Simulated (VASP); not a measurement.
# Ti24O49 (a cell with a defect) in VASP: single point with PBEsol

Aim: the single point of Ti24O49 (a cell with a defect) with PBEsol.

All numbers are computed with VASP 6.6.1; they aren't measurements. Logs are shortened: lines on timing, memory, paths and dates and some standing lists are left out, and cuts for length are marked.

## Step 1: The cell of the first run

The cell holds a defect, 73 atoms: a = 9.183 Å, b = 9.183 Å, c = 8.817 Å, α = 90.00°, β = 90.00°, γ = 90.00°.

## Step 2: Single point, PBEsol

File INCAR:

```
SYSTEM = Ti24O49
PREC     = Accurate       ! precision mode
ENCUT    = 520            ! plane-wave cutoff, eV
EDIFF    = 1E-6           ! SCF threshold, eV
ISMEAR   = -1             ! smearing method
SIGMA    = 0.05           ! smearing width, eV
LREAL    = Auto         
LASPH    = .True.         ! aspherical terms in the spheres
NELM     = 120            ! most SCF steps
ALGO     = Normal         ! electronic algorithm
ISIF     = 2              ! what is computed and relaxed
LWAVE    = .False.        ! write WAVECAR
LCHARG   = .False.        ! write CHGCAR
GGA      = PS             ! functional
NBANDS   = 333            ! bands
ISYM     = 0            
GGA_COMPAT= .False.
```

File KPOINTS:

```
Automatic mesh
0
Gamma
  1 1 1
  0.25 0.25 0.25
```

File POSCAR:

```
Ti24O49
1.0
    9.1828280000      0.0000000000      0.0000000000
    0.0000000000      9.1828280000      0.0000000000
    0.0000000000      0.0000000000      8.8166120000
Ti O
24 49
Direct
    0.9951760000      0.0049310000      0.0006440000
    0.0077400000      0.9920390000      0.3314530000
    0.0087320000      0.9922890000      0.6695230000
    0.0005780000      0.4977400000      0.9995520000
    0.9977580000      0.5033850000      0.3316800000
    0.9952140000      0.5023710000      0.6663850000
    0.5024160000      0.9995210000      0.9989530000
    0.4984480000      0.0042170000      0.3322060000
    0.4959930000      0.0029300000      0.6667680000
    0.4984460000      0.5009700000      0.0006000000
    0.5015130000      0.4957580000      0.3327180000
    0.5050930000      0.4987340000      0.6686700000
    0.2483540000      0.2490720000      0.1670520000
    0.2431440000      0.2561620000      0.5007080000
    0.2487110000      0.2515690000      0.8331310000
    0.2522170000      0.7501870000      0.1659110000
    0.2567940000      0.7434040000      0.4996160000
    0.2500890000      0.7479730000      0.8334440000
    0.7529820000      0.2494480000      0.1677450000
    0.7649810000      0.2352440000      0.5006650000
    0.7510320000      0.2470260000      0.8335390000
    0.7482930000      0.7507650000      0.1649820000
    0.7447750000      0.7576280000      0.4974850000
    0.7511230000      0.7524660000      0.8315170000
    0.1499610000      0.1526190000      0.0009060000
    0.1510710000      0.1512880000      0.3350020000
    0.1512710000      0.1511390000      0.6664160000
    0.1540170000      0.6515250000      0.0006880000
    0.1535900000      0.6512090000      0.3339300000
    0.1536200000      0.6510110000      0.6673900000
    0.6525960000      0.1532910000      0.0008180000
    0.6573360000      0.1484030000      0.3324440000
    0.6583210000      0.1471780000      0.6695250000
    0.6523610000      0.6519760000      0.0006620000
    0.6467340000      0.6655090000      0.3294370000
    0.6466560000      0.6648330000      0.6722750000
    0.3485610000      0.3480930000      0.0007810000
    0.3355710000      0.3539130000      0.3291810000
    0.3352320000      0.3538250000      0.6721250000
    0.3490440000      0.8464930000      0.0006110000
    0.3496840000      0.8467800000      0.3339860000
    0.3492420000      0.8470400000      0.6675010000
    0.8472700000      0.3479180000      0.0006940000
    0.8534500000      0.3421030000      0.3319960000
    0.8518990000      0.3433950000      0.6689630000
    0.8479630000      0.8505530000      0.0009000000
    0.8493860000      0.8494390000      0.3350760000
    0.8496090000      0.8495280000      0.6665530000
    0.0944410000      0.4033150000      0.1657470000
    0.0944310000      0.4035460000      0.5011080000
    0.0942820000      0.4028740000      0.8360020000
    0.1002350000      0.9004650000      0.1669030000
    0.1007460000      0.8999680000      0.5008050000
    0.1000930000      0.9004340000      0.8350600000
    0.5992730000      0.4014150000      0.1716930000
    0.5440150000      0.3466040000      0.5036540000
    0.5990490000      0.4012790000      0.8302490000
    0.5974980000      0.9063020000      0.1658800000
    0.5970830000      0.9061630000      0.5010920000
    0.5974970000      0.9060630000      0.8361000000
    0.4012430000      0.1002430000      0.1688170000
    0.4026340000      0.1022600000      0.5010540000
    0.4013700000      0.1001170000      0.8333050000
    0.4048280000      0.5956860000      0.1681370000
    0.4044560000      0.5960100000      0.5009600000
    0.4048200000      0.5956870000      0.8336010000
    0.9042750000      0.0957590000      0.1683460000
    0.9052980000      0.0952710000      0.5009490000
    0.9047810000      0.0964040000      0.8335440000
    0.9003010000      0.5993320000      0.1688880000
    0.8982430000      0.5979680000      0.5008830000
    0.9003720000      0.5991590000      0.8333160000
    0.6537900000      0.4568380000      0.4978260000
```

Potentials or basis: VASP PAW PBE potentials, release 64 (Ti_sv, O).

The run is started by

```sh
$ cat potpaw_PBE.64/Ti_sv/POTCAR potpaw_PBE.64/O/POTCAR > POTCAR
$ mpirun -np 1 vasp_std > vasp.out
```

OUTCAR:

```text
SYSTEM = Ti24O49
   PREC = Accurate
   ENCUT = 520
   EDIFF = 1E-6
   ISMEAR = -1
   LREAL = Auto
   LASPH = .True.
   NELM = 120
   ISIF = 2
   GGA = PS
   ISYM = 0

 ion  position               nearest neighbor table
   1  0.995  0.005  0.001-  69 1.89  67 1.89  46 1.96  25 1.96  54 2.00  52 2.00
   2  0.008  0.992  0.331-  52 1.88  53 1.92  47 1.96  26 1.97  67 1.97  68 2.00
   3  0.009  0.992  0.670-  54 1.88  53 1.91  27 1.96  48 1.96  69 1.98  68 2.00
   4  0.001  0.498  1.000-  51 1.89  49 1.91  72 1.97  43 1.97  70 1.99  28 1.99
   5  0.998  0.503  0.332-  70 1.91  49 1.94  71 1.95  50 1.96  29 1.97  44 1.99
   6  0.995  0.502  0.666-  71 1.92  72 1.93  50 1.94  45 1.97  51 1.97  30 1.99
   7  0.502  1.000  0.999-  60 1.89  58 1.91  63 1.96  31 1.97  40 1.99  61 1.99
   8  0.498  0.004  0.332-  61 1.91  58 1.95  62 1.95  59 1.96  32 1.97  41 1.99
   9  0.496  0.003  0.667-  62 1.92  63 1.93  59 1.95  42 1.97  60 1.97  33 1.99
  10  0.498  0.501  0.001-  66 1.91  64 1.92  37 1.97  34 1.98  57 1.99  55 1.99
  11  0.502  0.496  0.333-  55 1.89  64 1.93  65 1.96  38 2.00  73 2.05  35 2.05  56 2.07
  12  0.505  0.499  0.669-  57 1.89  66 1.94  65 1.96  36 2.00  56 2.05  39 2.05  73 2.07
  13  0.248  0.249  0.167-  38 1.90  25 1.94  26 1.95  37 1.96  61 1.96  49 2.00
  14  0.243  0.256  0.501-  50 1.92  27 1.94  26 1.94  39 1.95  38 1.95  62 2.04
  15  0.249  0.252  0.833-  39 1.88  37 1.95  27 1.95  25 1.96  63 1.97  51 1.99
  16  0.252  0.750  0.166-  40 1.92  28 1.94  41 1.95  29 1.96  52 1.96  64 1.99
  17  0.257  0.743  0.500-  65 1.92  29 1.94  41 1.94  30 1.95  42 1.95  53 2.03
[... 36 lines left out ...]
  54  0.100  0.900  0.835-   3 1.88  18 1.96   1 2.00
  55  0.599  0.401  0.172-  11 1.89  19 1.99  10 1.99
  56  0.544  0.347  0.504-  73 1.43  12 2.05  11 2.07  20 2.27
  57  0.599  0.401  0.830-  12 1.89  10 1.99  21 1.99
  58  0.597  0.906  0.166-   7 1.91   8 1.95  22 1.99
  59  0.597  0.906  0.501-  23 1.92   9 1.95   8 1.96
  60  0.597  0.906  0.836-   7 1.89   9 1.97  24 2.00
  61  0.401  0.100  0.169-   8 1.91  13 1.96   7 1.99
  62  0.403  0.102  0.501-   9 1.92   8 1.95  14 2.04
[... 8 lines left out ...]
  71  0.898  0.598  0.501-   6 1.92   5 1.95  23 2.03
  72  0.900  0.599  0.833-   6 1.93  24 1.96   4 1.97
  73  0.654  0.457  0.498-  56 1.43  11 2.05  12 2.07  20 2.28

IMPORTANT INFORMATION: All symmetrisations will be switched off!
NOSYMM: (Re-)initialisation of all symmetry stuff for point group C_1.

----------------------------------------------------------------------------------------

                                     Primitive cell

  volume of cell :     743.4549

  direct lattice vectors                    reciprocal lattice vectors
     9.182828000  0.000000000  0.000000000     0.108898914  0.000000000  0.000000000
     0.000000000  9.182828000  0.000000000     0.000000000  0.108898914  0.000000000
     0.000000000  0.000000000  8.816612000     0.000000000  0.000000000  0.113422253

[... 216 lines left out ...]
   NUPDOWN=      -1.0000    fix difference up-down
   EMIN   =  10.00;   EMAX   =-10.00  energy-range for DOS
   EFERMI =   0.00;   METHOD = LEGACY
   ISMEAR =    -1;   SIGMA  =   0.05  broadening in eV -4-tet -1-fermi 0-gaus
   EFERMI_NEDOS =   21; number of points for ismear=-14 and -15
   IALGO  =     38    algorithm
   IMIX   =      4    mixing-type and parameters
     AMIX     =   0.40;   BMIX     =  1.00
     AMIX_MAG =   1.60;   BMIX_MAG =  1.00
  volume/ion in A,a.u.               =      10.18        68.73
  Fermi-wavevector in a.u.,A,eV,Ry     =   1.508797  2.851214 30.973252  2.276470
  Thomas-Fermi vector in A             =   2.619204
   LORBIT       =      0    0 simple, 1 ext, 2 COOP (PROOUT), +10 PAW based schemes
   GGA     = PS    functional components
   LHFCALC =     F    Hartree Fock is set to
   AEXX    =    0.0000 exact exchange contribution
   IVDW    =     0    specifies the selected vdW correction
   LEPSILON=     F    determine dielectric tensor
   LRPA    =     F    only Hartree local field effects (RPA)
 non-spin polarized calculation
  energy-cutoff  :      520.00
  volume of cell :      743.45
 maximum number of plane-waves:     20027
 NGX is ok and might be reduce to    70
   NGX = 35   NGY = 35   NGZ = 33

 number of electron     581.9999993 magnetization

 Free energy of the ion-electron system (eV)
  ---------------------------------------------------
  ext. energy  EPLUGINS =         0.00000000
  ---------------------------------------------------
  free energy    TOTEN  =      -676.61252509 eV

  energy without entropy =     -676.61252509  energy(sigma->0) =     -676.61252509

 E-fermi :   5.8061     XC(G=0): -11.8064

 val. band max:        4.7504542686   @ k =  -0.2500   0.2500   0.2500
 cond. band min:       6.8950307163   @ k =  -0.2500  -0.2500   0.2500
 fundamental gap:      2.1445764477
 Fermi energy:         5.8061272158

 k-point     1 :       0.2500    0.2500    0.2500
  band No.  band energies     occupation
      1     -51.7877      2.00000
      2     -51.7271      2.00000
      3     -51.7217      2.00000
      4     -51.7099      2.00000
      5     -51.7049      2.00000
      6     -51.7003      2.00000
[... 1213 lines left out ...]
    302       7.3091      0.00000
    303       7.3369      0.00000
 [bands above 303 left out]

------------------------ aborting loop because EDIFF is reached ----------------------------------------

  FORCE on cell =-STRESS in cart. coord.  units (eV):
  Direction    XX          YY          ZZ          XY          YZ          ZX
  --------------------------------------------------------------------------------------
  -------------------------------------------------------------------------------------
  Total       10.7707251     10.8137525      9.3635835     -2.4066209     -0.0624619     -0.0542058
  in kB       23.2113764     23.3041024     20.1789256     -5.1863718     -0.1346081     -0.1168159
  external PRESSURE =      22.2314681 kB  Pullay stress =       0.0000000 kB

 VOLUME and BASIS-vectors are now :
 -----------------------------------------------------------------------------
  energy-cutoff  :      520.00
  volume of cell :      743.45
      direct lattice vectors                 reciprocal lattice vectors
     9.182828000  0.000000000  0.000000000     0.108898914  0.000000000  0.000000000
     0.000000000  9.182828000  0.000000000     0.000000000  0.108898914  0.000000000
     0.000000000  0.000000000  8.816612000     0.000000000  0.000000000  0.113422253

 POSITION                                       TOTAL-FORCE (eV/Angst)
 -----------------------------------------------------------------------------------
      9.13853      0.04528      0.00568         0.056831     -0.054014     -0.008880
      0.07108      9.10972      2.92229        -0.015996      0.019795      0.019207
      0.08018      9.11202      5.90292        -0.021606      0.029884     -0.014717
      0.00531      4.57066      8.81266        -0.012179      0.028333      0.011445
      9.16224      4.62250      2.92429        -0.013090     -0.000048      0.032498
      9.13888      4.61319      5.87526         0.006349      0.023361      0.007152
[... 65 lines left out ...]
      8.26796      5.50197      7.34702        -0.002877      0.011484     -0.005611
      6.00364      4.19506      4.38914         0.272972      0.224979     -0.015118
 -----------------------------------------------------------------------------------
    total drift:                                0.014205     -0.010821     -0.031471

  FREE ENERGIE OF THE ION-ELECTRON SYSTEM (eV)
  ---------------------------------------------------
  free  energy   TOTEN  =      -676.6125250875 eV

  energy  without entropy=     -676.6125250853  energy(sigma->0) =     -676.61252509
```

It took 59 min on 1 thread of Intel Xeon Platinum 8259CL at 2.50GHz (Skylake/Cascade Lake), shared host; peak memory 1.1 GiB.

Results:

| Quantity | Value |
| --- | --- |
| Free energy | -676.6125 eV |
| Pressure | 2.2 GPa |
| Largest force | 0.356 eV/Å |
| Band gap on the k mesh | 2.14 eV |

Forces on the atoms (eV/Å):
```
Ti   0.057 -0.054 -0.009
Ti  -0.016  0.020  0.019
Ti  -0.022  0.030 -0.015
Ti  -0.012  0.028  0.011
Ti  -0.013  0.000  0.032
Ti   0.006  0.023  0.007
Ti  -0.027  0.014  0.018
Ti  -0.012 -0.005  0.029
Ti   0.012  0.009  0.010
Ti   0.021 -0.004 -0.001
Ti   0.029  0.023  0.033
Ti  -0.035 -0.021 -0.023
Ti  -0.015  0.009 -0.008
Ti   0.030 -0.003 -0.006
Ti   0.013 -0.027  0.037
Ti   0.001  0.009  0.006
Ti  -0.017  0.022  0.011
Ti   0.001  0.004 -0.011
Ti  -0.007  0.003  0.009
Ti  -0.052  0.050 -0.007
Ti  -0.006 -0.002 -0.006
Ti   0.030 -0.011 -0.018
Ti  -0.003 -0.026  0.030
Ti  -0.008  0.015  0.027
O   -0.018 -0.009  0.005
O   -0.019 -0.021  0.015
O   -0.021 -0.028 -0.001
O   -0.024 -0.022  0.012
O   -0.013 -0.028  0.010
O   -0.034 -0.027  0.003
O   -0.023 -0.024  0.009
O   -0.001 -0.024  0.006
O   -0.029 -0.044  0.004
O   -0.013 -0.015 -0.006
O   -0.078 -0.039  0.010
O   -0.032  0.001  0.002
O    0.012  0.013  0.009
O    0.002  0.031  0.000
O    0.039  0.075 -0.012
O    0.023  0.025  0.003
O    0.022  0.029  0.009
O    0.025  0.008  0.001
O    0.020  0.022  0.012
O    0.038  0.030  0.012
O    0.026  0.001  0.007
O    0.006  0.016 -0.007
O    0.028  0.020  0.002
O    0.015  0.013 -0.008
O    0.029 -0.025  0.004
O   -0.001 -0.009 -0.015
O    0.012 -0.016 -0.038
O    0.015 -0.013 -0.046
O    0.026 -0.027 -0.004
O    0.011 -0.012  0.031
O    0.016 -0.020 -0.019
O   -0.228 -0.273  0.008
O    0.028 -0.019  0.013
O    0.008 -0.010  0.004
O    0.008  0.002 -0.019
O    0.027 -0.028 -0.039
O   -0.004  0.004 -0.024
O   -0.035  0.029 -0.022
O   -0.005  0.013 -0.002
O   -0.031  0.025  0.004
O    0.005 -0.008 -0.006
O   -0.020  0.025 -0.019
O   -0.023  0.028  0.014
O    0.052 -0.053  0.001
O   -0.024  0.017 -0.032
O   -0.012 -0.003 -0.030
O   -0.028  0.029 -0.018
O   -0.003  0.011 -0.006
O    0.273  0.225 -0.015
```

Caveat: the PAW data sets were made with another functional, which shifts forces and pressure a little.
